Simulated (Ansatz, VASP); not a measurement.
# Two plane-wave programs on Nb2SnSe

```xyz
4
Lattice="3.3804 0.0000 0.0000 -1.6902 2.9275 0.0000 0.0000 0.0000 7.7982" Properties=species:S:1:pos:R:3 pbc="T T T"
Nb    0.0000    1.9517    5.6533
Nb    0.0000    1.9517    2.1449
Sn    1.6902    0.9758    0.0000
Se    0.0000    0.0000    3.8991
```

Change from the starting cell: species swapped into the BiSbPd2 type (P-6m2, No. 187).

Alike in both runs: functional PBE; k mesh 12 × 12 × 6; occupations gaussian, width 0.1 eV; no spin polarisation.

Ansatz relaxed the structure, and its values are those at the end. VASP's run is a single point on that final structure, the one shown.

|  | VASP | Ansatz |
| --- | --- | --- |
| version | VASP 6.6.1 | Ansatz 0.2.0 |
| potentials or method | VASP PAW PBE potentials, release 64 (Nb_sv, Sn_d, Se), cutoff 520 eV | scalar-relativistic, plane waves, PAW |
| valence electrons in the cell | 46 | 56 |

VASP gave:

```
gap on the k mesh at the Fermi level (eV) : none
pressure (GPa)                            : -0.1
```

**Question.** Which values does Ansatz return?

**Answer.** gap on the k mesh at the Fermi level (eV): none; pressure (GPa): 0.0.

A gap of «none» marks a metal or a gap that the smearing closes. The functional is the same, so the differences come from potentials, cutoffs and numerics. VASP's potentials hold 46 valence electrons a cell and Ansatz's 56, so a difference there can come from the potentials and not from the codes.
